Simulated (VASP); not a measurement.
# B4MoRu (F-43m) in VASP: a series of runs

B4MoRu is run at these levels: PBE; tasks: single point, relaxation of cell and atoms.

All numbers are computed with VASP 6.6.1; they aren't measurements. Logs are shortened: lines on timing, memory, paths and dates and some standing lists are left out, and cuts for length are marked.

**1. The cell of the first run**

It takes space group F-43m (No. 216, cubic). The conventional cell has a = 5.912 Å, b = 5.912 Å, c = 5.912 Å, α = 90.00°, β = 90.00°, γ = 90.00°. Within 2.8 Å of B (site symmetry 3m) lie 6 B at 2.08 to 2.10 Å and 3 Mo at 2.45 Å and 3 Ru at 2.45 Å. Within 3.2 Å of Mo (site symmetry -43m) lie 12 B at 2.45 Å and 4 Ru at 2.56 Å. Ru (site symmetry -43m) has 12 B at 2.45 Å and 4 Mo at 2.56 Å within 3.2 Å.

The cell was generated, and may not be a known phase.

**2. Single point, PBE**

File INCAR:

```
PREC = Accurate
ENCUT = 520
EDIFF = 1E-6
ISMEAR = 0
SIGMA = 0.1
LREAL = F
LASPH = T
NELM = 60
ALGO = Normal
ISIF = 2
LWAVE = F
LCHARG = T
GGA = PE
LELF = T
LVHAR = T
NBANDS = 29
```

File KPOINTS:

```
Automatic mesh
0
Gamma
  6 6 6
```

File POSCAR:

```
B4MoRu
1.0
    0.0000000000      2.9562422748      2.9562422748
    2.9562422748      0.0000000000      2.9562422748
    2.9562422748      2.9562422748      0.0000000000
B Mo Ru
4 1 1
Direct
    0.1232650367      0.6255783211      0.6255783211
    0.6255783211      0.1232650367      0.6255783211
    0.6255783211      0.6255783211      0.1232650367
    0.6255783211      0.6255783211      0.6255783211
    0.0000000000      0.0000000000      0.0000000000
    0.2500000000      0.2500000000      0.2500000000
```

Potentials or basis: VASP PAW PBE potentials, release 64 (B, Mo_sv, Ru_pv).

Run with:

```sh
$ cat potpaw_PBE.64/B/POTCAR potpaw_PBE.64/Mo_sv/POTCAR potpaw_PBE.64/Ru_pv/POTCAR > POTCAR
$ mpirun -np 1 vasp_std > vasp.out
```

OUTCAR:

```text
PREC = Accurate
   ENCUT = 520
   EDIFF = 1E-6
   ISMEAR = 0
   LREAL = F
   LASPH = T
   NELM = 60
   ISIF = 2
   GGA = PE

 ion  position               nearest neighbor table
   1  0.123  0.626  0.626-   2 2.08   3 2.08   4 2.08   4 2.10   3 2.10   2 2.10   5 2.45   5 2.45
                             5 2.45   6 2.45   6 2.45   6 2.45
   2  0.626  0.123  0.626-   1 2.08   3 2.08   4 2.08   3 2.10   4 2.10   1 2.10   5 2.45   5 2.45
                             5 2.45   6 2.45   6 2.45   6 2.45
   3  0.626  0.626  0.123-   1 2.08   2 2.08   4 2.08   4 2.10   2 2.10   1 2.10   5 2.45   5 2.45
                             5 2.45   6 2.45   6 2.45   6 2.45
   4  0.626  0.626  0.626-   1 2.08   2 2.08   3 2.08   3 2.10   2 2.10   1 2.10   5 2.45   5 2.45
                             5 2.45   6 2.45   6 2.45   6 2.45
   5  0.000  0.000  0.000-   2 2.45   3 2.45   4 2.45   1 2.45   3 2.45   4 2.45   1 2.45   2 2.45
                             4 2.45   1 2.45   2 2.45   3 2.45   6 2.56   6 2.56   6 2.56   6 2.56
   6  0.250  0.250  0.250-   1 2.45   2 2.45   3 2.45   1 2.45   2 2.45   4 2.45   1 2.45   3 2.45
                             4 2.45   2 2.45   3 2.45   4 2.45   5 2.56   5 2.56   5 2.56   5 2.56

  LATTYP: Found a face centered cubic cell.
 ALAT       =     5.9124845496

  Lattice vectors:

 A1 = (   0.0000000000,   2.9562422748,   2.9562422748)
 A2 = (   2.9562422748,   0.0000000000,   2.9562422748)
 A3 = (   2.9562422748,   2.9562422748,   0.0000000000)

Analysis of symmetry for initial positions (statically):
=====================================================================
 Subroutine PRICEL returns:
 Original cell was already a primitive cell.

 Routine SETGRP: Setting up the symmetry group for a
 face centered cubic supercell.

 Subroutine GETGRP returns: Found 24 space group operations
 (whereof 24 operations were pure point group operations)
 out of a pool of 48 trial point group operations.

The static configuration has the point symmetry T_d .

Analysis of symmetry for dynamics (positions and initial velocities):
=====================================================================
 Subroutine PRICEL returns:
 Original cell was already a primitive cell.

 Routine SETGRP: Setting up the symmetry group for a
 face centered cubic supercell.

 Subroutine GETGRP returns: Found 24 space group operations
 (whereof 24 operations were pure point group operations)
 out of a pool of 48 trial point group operations.

The dynamic configuration has the point symmetry T_d .

 Subroutine INISYM returns: Found 24 space group operations
 (whereof 24 operations are pure point group operations),
 and found     1 'primitive' translations

----------------------------------------------------------------------------------------

                                     Primitive cell

  volume of cell :      51.6714

  direct lattice vectors                    reciprocal lattice vectors
     0.000000000  2.956242275  2.956242275    -0.169133634  0.169133634  0.169133634
     2.956242275  0.000000000  2.956242275     0.169133634 -0.169133634  0.169133634
     2.956242275  2.956242275  0.000000000     0.169133634  0.169133634 -0.169133634

  length of vectors
     4.180757919  4.180757919  4.180757919     0.292948048  0.292948048  0.292948048

  position of ions in fractional coordinates (direct lattice)
     0.123265037  0.625578321  0.625578321
     0.625578321  0.123265037  0.625578321
     0.625578321  0.625578321  0.123265037
     0.625578321  0.625578321  0.625578321
     0.000000000  0.000000000  0.000000000
     0.250000000  0.250000000  0.250000000

  ion indices of the primitive-cell ions
   primitive index   ion index
                 1           1
                 2           2
                 3           3
                 4           4
                 5           5
                 6           6

----------------------------------------------------------------------------------------

 KPOINTS: Automatic mesh

Automatic generation of k-mesh.
 Grid dimensions read from file:
 generate k-points for:    6    6    6

 Generating k-lattice:

  Cartesian coordinates                     Fractional coordinates (reciprocal lattice)
    -0.028188939  0.028188939  0.028188939     0.166666667  0.000000000  0.000000000
     0.028188939 -0.028188939  0.028188939     0.000000000  0.166666667  0.000000000
     0.028188939  0.028188939 -0.028188939     0.000000000  0.000000000  0.166666667

  Length of vectors
     0.048824675  0.048824675  0.048824675

  Shift w.r.t. Gamma in fractional coordinates (k-lattice)
     0.000000000  0.000000000  0.000000000

 Subroutine IBZKPT returns following result:
 ===========================================

 Found     16 irreducible k-points:

 Following reciprocal coordinates:
            Coordinates               Weight
  0.000000  0.000000  0.000000      1.000000
  0.166667  0.000000  0.000000      8.000000
  0.333333  0.000000  0.000000      8.000000
  0.500000  0.000000  0.000000      4.000000
  0.166667  0.166667  0.000000      6.000000
  0.333333  0.166667  0.000000     24.000000
[... 8 lines left out ...]
 -0.333333  0.333333  0.166667     24.000000
 -0.333333  0.500000  0.166667     12.000000
   k-points           NKPTS =     16   k-points in BZ     NKDIM =     16   number of bands    NBANDS=     29
   number of dos      NEDOS =    301   number of ions     NIONS =      6
   total plane-waves  NPLWV =  32768
   dimension x,y,z NGX =    32 NGY =   32 NGZ =   32
   dimension x,y,z NGXF=    64 NGYF=   64 NGZF=   64
   ions per type =               4   1   1
   NGX,Y,Z   is equivalent  to a cutoff of  12.72, 12.72, 12.72 a.u.
   NGXF,Y,Z  is equivalent  to a cutoff of  25.45, 25.45, 25.45 a.u.
 SYSTEM =  unknown system
   PREC   = accura    normal or accurate (medium, high low for compatibility)
   ISTART =      0    job   : 0-new  1-cont  2-samecut
   ICHARG =      2    charge: 1-file 2-atom 10-const
   ISPIN  =      1    spin polarized calculation?
   LNONCOLLINEAR =      F non collinear calculations
   LSORBIT =      F    spin-orbit coupling
   LASPH  =      T    aspherical Exc in radial PAW
   ENCUT  =  520.0 eV  38.22 Ry    6.18 a.u.   7.77  7.77  7.77*2*pi/ulx,y,z
   NELM   =     60;   NELMIN=  2; NELMDL= -5     # of ELM steps
   EDIFF  = 0.1E-05   stopping-criterion for ELM
   LREAL  =      F    real-space projection
   EDIFFG = 0.1E-04   stopping-criterion for IOM
   NSW    =      0    number of steps for IOM
   IBRION =     -1    ionic relax: 0-MD 1-quasi-New 2-CG
   NFREE  =      0    steps in history (QN), initial steepest desc. (CG)
   ISIF   =      2    stress and relaxation
   ISYM   =      2    0-nonsym 1-usesym 2-fastsym
   POTIM  = 0.5000    time-step for ionic-motion
   TEBEG  =    0.0;   TEEND  =   0.0 temperature during run
   PSTRESS=    0.0 pullay stress
   NELECT =      40.0000    total number of electrons
   NUPDOWN=      -1.0000    fix difference up-down
   EMIN   =  10.00;   EMAX   =-10.00  energy-range for DOS
   EFERMI =   0.00;   METHOD = LEGACY
   ISMEAR =     0;   SIGMA  =   0.10  broadening in eV -4-tet -1-fermi 0-gaus
   EFERMI_NEDOS =   21; number of points for ismear=-14 and -15
   IALGO  =     38    algorithm
   IMIX   =      4    mixing-type and parameters
     AMIX     =   0.40;   BMIX     =  1.00
     AMIX_MAG =   1.60;   BMIX_MAG =  1.00
  volume/ion in A,a.u.               =       8.61        58.12
  Fermi-wavevector in a.u.,A,eV,Ry     =   1.503182  2.840601 30.743114  2.259555
  Thomas-Fermi vector in A             =   2.614325
   LORBIT       =      0    0 simple, 1 ext, 2 COOP (PROOUT), +10 PAW based schemes
   GGA     = PE    functional components
   LHFCALC =     F    Hartree Fock is set to
   AEXX    =    0.0000 exact exchange contribution
   IVDW    =     0    specifies the selected vdW correction
   LEPSILON=     F    determine dielectric tensor
   LRPA    =     F    only Hartree local field effects (RPA)
 non-spin polarized calculation
 Gauss-broadening in eV      SIGMA  =   0.10
  energy-cutoff  :      520.00
  volume of cell :       51.67
 maximum number of plane-waves:      1411
   NGX = 15   NGY = 15   NGZ = 15

 number of electron      39.9999998 magnetization

 Free energy of the ion-electron system (eV)
  ---------------------------------------------------
  ext. energy  EPLUGINS =         0.00000000
  ---------------------------------------------------
  free energy    TOTEN  =       -43.74300507 eV

  energy without entropy =      -43.71932104  energy(sigma->0) =      -43.73116305

 E-fermi :  12.5779     XC(G=0): -13.5501

 val. band max:       12.5647492169   @ k =   0.5000   0.3333   0.1667
 cond. band min:      12.5805713466   @ k =  -0.3333   0.3333   0.0000
 fundamental gap:      0.0158221298
 Fermi energy:        12.5778754845

 k-point     1 :       0.0000    0.0000    0.0000
  band No.  band energies     occupation
      1     -48.7445      2.00000
      2     -31.1013      2.00000
      3     -31.1013      2.00000
      4     -31.1013      2.00000
      5     -22.9782      2.00000
      6     -22.9782      2.00000
[... 21 lines left out ...]
     28      18.2530      0.00000
     29      20.2824      0.00000

 k-point     2 :       0.1667    0.0000    0.0000
  band No.  band energies     occupation
      1     -48.7447      2.00000
      2     -31.1027      2.00000
      3     -31.1027      2.00000
      4     -31.1017      2.00000
      5     -22.9846      2.00000
      6     -22.9767      2.00000
[... 21 lines left out ...]
     28      17.4064      0.00000
     29      19.7411      0.00000

 k-point     3 :       0.3333    0.0000    0.0000
  band No.  band energies     occupation
      1     -48.7453      2.00000
      2     -31.1056      2.00000
      3     -31.1056      2.00000
      4     -31.1028      2.00000
      5     -22.9973      2.00000
      6     -22.9737      2.00000
[... 382 lines left out ...]
      5     -23.0055      2.00000
      6     -22.9777      2.00000
[... 21 lines left out ...]
     28      17.3861      0.00000
     29      18.3976      0.00000

 k-point    16 :      -0.3333    0.5000    0.1667
  band No.  band energies     occupation
      1     -48.7459      2.00000
      2     -31.1167      2.00000
      3     -31.1142      2.00000
      4     -31.0908      2.00000
      5     -23.0117      2.00000
      6     -22.9745      2.00000
[... 21 lines left out ...]
     28      17.0704      0.00000
     29      18.1159      0.00000

------------------------ aborting loop because EDIFF is reached ----------------------------------------

  FORCE on cell =-STRESS in cart. coord.  units (eV):
  Direction    XX          YY          ZZ          XY          YZ          ZX
  --------------------------------------------------------------------------------------
  -------------------------------------------------------------------------------------
  Total        0.0375291      0.0375291      0.0375291      0.0000000      0.0000000     -0.0000000
  in kB        1.1636655      1.1636655      1.1636655      0.0000000      0.0000000     -0.0000000
  external PRESSURE =       1.1636655 kB  Pullay stress =       0.0000000 kB

 VOLUME and BASIS-vectors are now :
 -----------------------------------------------------------------------------
  energy-cutoff  :      520.00
  volume of cell :       51.67
      direct lattice vectors                 reciprocal lattice vectors
     0.000000000  2.956242275  2.956242275    -0.169133634  0.169133634  0.169133634
     2.956242275  0.000000000  2.956242275     0.169133634 -0.169133634  0.169133634
     2.956242275  2.956242275  0.000000000     0.169133634  0.169133634 -0.169133634

 POSITION                                       TOTAL-FORCE (eV/Angst)
 -----------------------------------------------------------------------------------
      3.69872      2.21376      2.21376         0.021615     -0.021615     -0.021615
      2.21376      3.69872      2.21376        -0.021615      0.021615     -0.021615
      2.21376      2.21376      3.69872        -0.021615     -0.021615      0.021615
      3.69872      3.69872      3.69872         0.021615      0.021615      0.021615
      0.00000      0.00000      0.00000         0.000000      0.000000      0.000000
      1.47812      1.47812      1.47812         0.000000     -0.000000     -0.000000
 -----------------------------------------------------------------------------------
    total drift:                                0.000000      0.000000      0.000000

  FREE ENERGIE OF THE ION-ELECTRON SYSTEM (eV)
  ---------------------------------------------------
  free  energy   TOTEN  =       -43.7430050679 eV

  energy  without entropy=      -43.7193210351  energy(sigma->0) =      -43.73116305
```

Run time: 55 s. Hardware: 1 thread of Intel Xeon 8259CL, shared host; peak memory 0.19 GiB.

What came out:

- Free energy: -43.7430 eV
- Pressure: 0.1 GPa
- Largest force: 0.037 eV/Å
- Band gap on the k mesh: zero (bands 20 and 21 overlap by 2.15 eV)

Forces in eV/Å, atoms in the order of the input:
```
B    0.022 -0.022 -0.022
B   -0.022  0.022 -0.022
B   -0.022 -0.022  0.022
B    0.022  0.022  0.022
Mo   0.000  0.000  0.000
Ru   0.000  0.000  0.000
```

**3. Single point, PBE**

This run uses another cell than the first one, of 9.80 Å³/atom.

File INCAR:

```
SYSTEM = B4MoRu
PREC = Accurate ; ENCUT = 520
EDIFF = 1E-7 ; ISMEAR = 0
SIGMA = 0.1 ; LREAL = .False.
LASPH = .True. ; NELM = 80
ALGO = Normal ; ISIF = 2
LWAVE = .False. ; LCHARG = .False.
GGA = PE ; NBANDS = 29
```

File KPOINTS:

```
regular mesh
0
Gamma
  6 6 6
  0 0 0
```

File POSCAR:

```
B4MoRu
1.0
    0.0000000000      3.0859257100      3.0859257100
    3.0859257100      0.0000000000      3.0859257100
    3.0859257100      3.0859257100      0.0000000000
B Mo Ru
4 1 1
Direct
    0.1237450800      0.6254183100      0.6254183100
    0.6254183100      0.1237450800      0.6254183100
    0.6254183100      0.6254183100      0.1237450800
    0.6254183100      0.6254183100      0.6254183100
    0.0000000000      0.0000000000      0.0000000000
    0.2500000000      0.2500000000      0.2500000000
```

Potentials or basis: VASP PAW PBE potentials, release 64 (B, Mo_sv, Ru_pv).

Run with:

```sh
$ cat potpaw_PBE.64/B/POTCAR potpaw_PBE.64/Mo_sv/POTCAR potpaw_PBE.64/Ru_pv/POTCAR > POTCAR
$ mpirun -np 1 vasp_std > vasp.out
```

Run time: 63 s. Hardware: 1 thread of Intel Xeon 8259CL, shared host; peak memory 0.19 GiB.

It converged, with:

```
Free energy            : -42.9965 eV
Pressure               : -30.3 GPa
Largest force          : 0.053 eV/Å
Band gap on the k mesh : zero (bands 20 and 21 overlap by 1.58 eV)
```

Forces in eV/Å, atoms in the order of the input:
```
B    0.030 -0.030 -0.030
B   -0.030  0.030 -0.030
B   -0.030 -0.030  0.030
B    0.030  0.030  0.030
Mo   0.000  0.000  0.000
Ru   0.000  0.000  0.000
```

Levels at points of the mesh, in eV from the Fermi level:
```
           k point  band 18  band 19  band 20  band 21  band 22  band 23
(0.00, 0.00, 0.00)     0.25     0.25     0.25     0.39     0.39     2.11
(0.50, 0.00, 0.00)    -0.67    -0.67     0.32     0.70     0.70     2.20
(0.50, 0.50, 0.00)    -2.24    -1.53    -1.15    -1.15     0.34     1.16
```

Caveat: the cell stands under tension.

**4. Relaxation of cell and atoms, PBE**

This run uses another cell than the first one, of 9.80 Å³/atom.

File INCAR:

```
SYSTEM = B4MoRu
PREC = Accurate ; ENCUT = 600
EDIFF = 1E-6 ; ISMEAR = 0
SIGMA = 0.1 ; LREAL = .False.
LASPH = .True. ; NELM = 100
ALGO = Normal ; ISIF = 3
LWAVE = .False. ; LCHARG = .False.
GGA = PE ; IBRION = 2
NSW = 90 ; EDIFFG = -0.04
```

File KPOINTS:

```
Automatic mesh
0
Gamma
  6 6 6
  0 0 0
```

POSCAR is that of step 3.

Run with:

```sh
$ cat potpaw_PBE.64/B/POTCAR potpaw_PBE.64/Mo_sv/POTCAR potpaw_PBE.64/Ru_pv/POTCAR > POTCAR
$ mpirun -np 1 vasp_std > vasp.out
```

Run time: 4.3 min. Hardware: 1 thread of Intel Xeon 8259CL, shared host; peak memory 0.23 GiB.

It converged, with:

```
Free energy                           : -43.7524 eV
Relaxed volume                        : 8.62 Å³/atom
Relaxed cell                          : a = 4.182 Å, b = 4.182 Å, c = 4.182 Å, α = 60.00°, β = 60.00°, γ = 60.00°
Space group after relaxing (to 0.1 Å) : F-43m (No. 216)
Energy gained by relaxing             : 125.6 meV/atom
Ionic steps                           : 4
Pressure after relaxing               : -0.2 GPa
Largest force after relaxing          : 0.037 eV/Å
Band gap on the k mesh                : zero (bands 20 and 21 overlap by 2.15 eV)
```

Forces on the atoms (eV/Å):
```
B    0.021 -0.021 -0.021
B   -0.021  0.021 -0.021
B   -0.021 -0.021  0.021
B    0.021  0.021  0.021
Mo   0.000  0.000  0.000
Ru   0.000  0.000  0.000
```

Step by step:
| step | energy change (eV) | largest force (eV/Å) | pressure (GPa) | volume (Å³) |
| --- | --- | --- | --- | --- |
| 1 | 0.0000 | 0.0529 | -30.31 | 58.77 |
| 2 | 0.5589 | 0.0006 | 65.65 | 44.38 |
| 3 | -0.7528 | 0.0378 | -1.42 | 51.92 |
| 4 | -0.7538 | 0.0372 | -0.23 | 51.72 |

Final structure:
```
B Mo Ru
1.0
     0.00000    2.95725    2.95725
     2.95725    0.00000    2.95725
     2.95725    2.95725    0.00000
B Mo Ru
4 1 1
Direct
  0.12345 0.62552 0.62552
  0.62552 0.12345 0.62552
  0.62552 0.62552 0.12345
  0.62552 0.62552 0.62552
  0.00000 0.00000 0.00000
  0.25000 0.25000 0.25000
```

Levels at points of the mesh, in eV from the Fermi level:
```tsv
k point	band 18	band 19	band 20	band 21	band 22	band 23
(0.00, 0.00, 0.00)	0.46	0.46	0.58	0.58	0.58	2.59
(0.50, 0.00, 0.00)	-0.85	-0.85	0.35	0.87	0.87	2.32
(0.50, 0.50, 0.00)	-2.74	-1.89	-1.48	-1.48	0.39	1.32
```

(Part 1 of 2 ends here.)

The gap in the log of VASP goes by the Fermi energy; the results here count the filled bands.